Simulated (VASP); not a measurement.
# BN (Cmcm) in VASP: a series of runs

BN is run at these levels: PBE+D3(BJ); tasks: single point.

Everything below comes from runs of VASP 6.6.1. Logs are shortened: lines on timing, memory, paths and dates and some standing lists are left out, and cuts for length are marked.

### 1 The cell of the first run

Symmetry: Cmcm, No. 63, orthorhombic system. The conventional cell has a = 2.517 Å, b = 4.337 Å, c = 6.661 Å, α = 90.00°, β = 90.00°, γ = 90.00°. B (site symmetry m2m) has 3 N at 1.45 Å within 1.9 Å. Within 1.9 Å of N (site symmetry m2m) lie 3 B at 1.45 Å.

### 2 Single point, PBE+D3(BJ) (strain +0.0050 x Voigt [1, 0, 0, 0, 0, 0])

Contents of INCAR:

```
SYSTEM = BN
PREC = Accurate ; ENCUT = 520
EDIFF = 1E-6 ; ISMEAR = 0
SIGMA = 0.05 ; LREAL = .False.
LASPH = .True. ; NELM = 100
ALGO = Normal ; ISIF = 2
LWAVE = .False. ; LCHARG = .False.
GGA = PE ; IVDW = 12
NBANDS = 16
```

Contents of KPOINTS:

```
regular mesh
0
Gamma
  12 12 4
  0 0 0
```

Contents of POSCAR:

```
BN
1.0
    2.5165116628      0.0000000000      0.0000000000
   -1.2582558314      2.1685204268      0.0000000000
    0.0000000000      0.0000000000      6.6612000000
B N
2 2
Direct
    0.3333333333      0.6666666667      0.2500000000
    0.6666666667      0.3333333333      0.7500000000
    0.3333333333      0.6666666667      0.7500000000
    0.6666666667      0.3333333333      0.2500000000
```

Potentials or basis: VASP PAW PBE potentials, release 64 (B, N).

The run is started by

```sh
cat potpaw_PBE.64/B/POTCAR potpaw_PBE.64/N/POTCAR > POTCAR
mpirun -np 1 vasp_std > vasp.out
```

OUTCAR:

```text
SYSTEM = BN
   PREC = Accurate
   ENCUT = 520
   EDIFF = 1E-6
   ISMEAR = 0
   LREAL = .False.
   LASPH = .True.
   NELM = 100
   ISIF = 2
   GGA = PE
   IVDW = 12
 IVDW          = 12

 ion  position               nearest neighbor table
   1  0.333  0.667  0.250-   4 1.45   4 1.45   4 1.45
   2  0.667  0.333  0.750-   3 1.45   3 1.45   3 1.45
   3  0.333  0.667  0.750-   2 1.45   2 1.45   2 1.45
   4  0.667  0.333  0.250-   1 1.45   1 1.45   1 1.45

  Warning from LATTYP: Monoclinic adjustment (A1->A3, A2->A1, A3->A2)!
  LATTYP: Found a base centered orthorhombic cell.
 ALAT       =     2.5165116628
 B/A-ratio  =     1.7234336394
 C/A-ratio  =     2.6469974681

  Lattice vectors:

 A1 = (   1.2582558314,  -2.1685204268,   0.0000000000)
 A2 = (   1.2582558314,   2.1685204268,   0.0000000000)
 A3 = (   0.0000000000,   0.0000000000,   6.6612000000)

Analysis of symmetry for initial positions (statically):
=====================================================================
 Subroutine PRICEL returns:
 Original cell was already a primitive cell.

 Routine SETGRP: Setting up the symmetry group for a
 base centered orthorhombic supercell.

 Subroutine GETGRP returns: Found  8 space group operations
 (whereof  4 operations were pure point group operations)
 out of a pool of  8 trial point group operations.

The static configuration has the point symmetry C_2h.
 The point group associated with its full space group is D_2h.

Analysis of symmetry for dynamics (positions and initial velocities):
=====================================================================
 Subroutine PRICEL returns:
 Original cell was already a primitive cell.

 Routine SETGRP: Setting up the symmetry group for a
 base centered orthorhombic supercell.

 Subroutine GETGRP returns: Found  8 space group operations
 (whereof  4 operations were pure point group operations)
 out of a pool of  8 trial point group operations.

The dynamic configuration has the point symmetry C_2h.
 The point group associated with its full space group is D_2h.

 Subroutine INISYM returns: Found  8 space group operations
 (whereof  4 operations are pure point group operations),
 and found     1 'primitive' translations

----------------------------------------------------------------------------------------

                                     Primitive cell

  volume of cell :      36.3509

  direct lattice vectors                    reciprocal lattice vectors
[... 94 lines left out ...]
   NSW    =      0    number of steps for IOM
   IBRION =     -1    ionic relax: 0-MD 1-quasi-New 2-CG
   NFREE  =      0    steps in history (QN), initial steepest desc. (CG)
   ISIF   =      2    stress and relaxation
   ISYM   =      2    0-nonsym 1-usesym 2-fastsym
   POTIM  = 0.5000    time-step for ionic-motion
   TEBEG  =    0.0;   TEEND  =   0.0 temperature during run
   PSTRESS=    0.0 pullay stress
   NELECT =      16.0000    total number of electrons
   NUPDOWN=      -1.0000    fix difference up-down
   EMIN   =  10.00;   EMAX   =-10.00  energy-range for DOS
   EFERMI =   0.00;   METHOD = LEGACY
   ISMEAR =     0;   SIGMA  =   0.05  broadening in eV -4-tet -1-fermi 0-gaus
   EFERMI_NEDOS =   21; number of points for ismear=-14 and -15
   IALGO  =     38    algorithm
   IMIX   =      4    mixing-type and parameters
     AMIX     =   0.40;   BMIX     =  1.00
     AMIX_MAG =   1.60;   BMIX_MAG =  1.00
  volume/ion in A,a.u.               =       9.09        61.33
  Fermi-wavevector in a.u.,A,eV,Ry     =   1.245307  2.353289 21.099781  1.550790
  Thomas-Fermi vector in A             =   2.379535
   LORBIT       =      0    0 simple, 1 ext, 2 COOP (PROOUT), +10 PAW based schemes
   GGA     = PE    functional components
   LHFCALC =     F    Hartree Fock is set to
   AEXX    =    0.0000 exact exchange contribution
   IVDW    =    12    specifies the selected vdW correction
   LEPSILON=     F    determine dielectric tensor
   LRPA    =     F    only Hartree local field effects (RPA)
 non-spin polarized calculation
 Gauss-broadening in eV      SIGMA  =   0.05
  energy-cutoff  :      520.00
  volume of cell :       36.35
 maximum number of plane-waves:       995
   NGX =  9   NGY =  9   NGZ = 25

 number of electron      15.9999998 magnetization

 Free energy of the ion-electron system (eV)
  ---------------------------------------------------
  ext. energy  EPLUGINS =         0.00000000
  ---------------------------------------------------
  free energy    TOTEN  =       -35.15658728 eV

  energy without entropy =      -35.15658728  energy(sigma->0) =      -35.15658728

 E-fermi :   2.4254     XC(G=0): -10.0341

 val. band max:        2.2159320019   @ k =   0.2500   0.3333   0.0000
 cond. band min:       6.4743699842   @ k =   0.5000   0.0000   0.0000
 fundamental gap:      4.2584379823
 Fermi energy:         2.4254101918

 k-point     1 :       0.0000    0.0000    0.0000
  band No.  band energies     occupation
      1     -15.5350      2.00000
      2     -15.2469      2.00000
      3      -3.9470      2.00000
      4      -1.8483      2.00000
      5       0.8658      2.00000
      6       0.8882      2.00000
[... 433 lines left out ...]
      3      -6.3486      2.00000
      4      -6.2702      2.00000
      5      -3.2485      2.00000
      6      -3.1734      2.00000
[... 8 lines left out ...]
     15      16.7862      0.00000
     16      20.1778      0.00000

 [... further k-points ...]

------------------------ aborting loop because EDIFF is reached ----------------------------------------

 Edisp (eV)   -0.55962

 E8    (eV) :    -0.1638

  FORCE on cell =-STRESS in cart. coord.  units (eV):
  Direction    XX          YY          ZZ          XY          YZ          ZX
  --------------------------------------------------------------------------------------
  -------------------------------------------------------------------------------------
  Total      -0.74068     0.09640    -0.07168     0.00000     0.00000     0.00000
  in kB     -32.64553     4.24884    -3.15931     0.00000     0.00000     0.00000
  external pressure =      -10.52 kB  Pullay stress =        0.00 kB

 VOLUME and BASIS-vectors are now :
 -----------------------------------------------------------------------------
  energy-cutoff  :      520.00
  volume of cell :       36.35
      direct lattice vectors                 reciprocal lattice vectors
     2.516511663  0.000000000  0.000000000     0.397375468  0.230571958  0.000000000
    -1.258255831  2.168520427  0.000000000     0.000000000  0.461143915  0.000000000
     0.000000000  0.000000000  6.661200000     0.000000000  0.000000000  0.150123101

 POSITION                                       TOTAL-FORCE (eV/Angst)
 -----------------------------------------------------------------------------------
     -0.00000      1.44568      1.66530        -0.000000     -0.060420      0.000000
      1.25826      0.72284      4.99590         0.000000      0.060420     -0.000000
     -0.00000      1.44568      4.99590        -0.000000     -0.061271      0.000000
      1.25826      0.72284      1.66530         0.000000      0.061271      0.000000
 -----------------------------------------------------------------------------------
    total drift:                                0.000000     -0.000000      0.000000

  FREE ENERGIE OF THE ION-ELECTRON SYSTEM (eV)
  ---------------------------------------------------
  free  energy   TOTEN  =       -35.7162060685 eV

  energy  without entropy=      -35.7162060685  energy(sigma->0) =      -35.71620607
```

It took 37 s on 1 thread of Intel Xeon Platinum 8488C (Sapphire Rapids), shared host; peak memory 0.2 GiB.

What came out:

- Free energy: -35.7162 eV
- Pressure: -1.1 GPa
- Largest force: 0.061 eV/Å
- Band gap on the k mesh: 4.26 eV, indirect (least direct gap 4.63 eV)
- Dispersion energy per atom: -0.140 eV

Forces on the atoms (eV/Å):
```
B    0.000 -0.060  0.000
B    0.000  0.060  0.000
N    0.000 -0.061  0.000
N    0.000  0.061  0.000
```

Stress tensor (GPa, compression positive):
```
-3.26  0.00  0.00
 0.00  0.42  0.00
 0.00  0.00 -0.32
```

Caveat: the cell differs from its parent crystal (strain +0.0050 x Voigt [1, 0, 0, 0, 0, 0]).

[end of part 1 of 2]
